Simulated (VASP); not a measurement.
A run of VASP 6.6.1:

Contents of POSCAR:

```
HfC
1.0
    3.2497285605      0.0000000000      0.0000000000
   -1.6248642803      2.8143474888      0.0000000000
    0.0000000000      0.0000000000      2.9182061952
Hf C
1 1
Direct
    0.0000000000      0.0000000000      0.0000000000
    0.6666666667      0.3333333333      0.5000000000
```

The input INCAR.step1:

```
ALGO = Normal ; EDIFF = 1E-4
ENCUT = 600 ; GGA = PE
ISMEAR = 0 ; LASPH = True
LCHARG = False ; LREAL = False
LWAVE = True ; NELM = 80
PREC = Accurate ; SIGMA = 0.05
```

Contents of INCAR.step2:

```
ALGO = Normal ; EDIFF = 1E-6
EDIFFG = -0.01 ; ENCUT = 600
IBRION = 2 ; ISIF = 4
ISMEAR = 0 ; ISTART = 1
LASPH = True ; LCHARG = False
LMIXTAU = True ; LREAL = False
LWAVE = False ; METAGGA = R2SCAN
NELM = 80 ; NSW = 60
PREC = Accurate ; SIGMA = 0.05
```

Contents of KPOINTS:

```
k-points
0
Gamma
  12 12 12
```

Potentials or basis: VASP PAW PBE potentials, release 64 (Hf_pv, C).

Run with:

```console
$ cat potpaw_PBE.64/Hf_pv/POTCAR potpaw_PBE.64/C/POTCAR > POTCAR
$ cp INCAR.step1 INCAR
$ mpirun -np 1 vasp_std > vasp.out
$ cp INCAR.step2 INCAR
$ mpirun -np 1 vasp_std > vasp.out
```

Hardware: 1 thread of AMD EPYC 7R13 (shared host).

Q: Estimate the wall time of this run.

A: Wall time 9.4 min on 1 thread of AMD EPYC 7R13, on a shared host, peak memory 0.17 GiB. Counts: k points 133, ion steps 3.
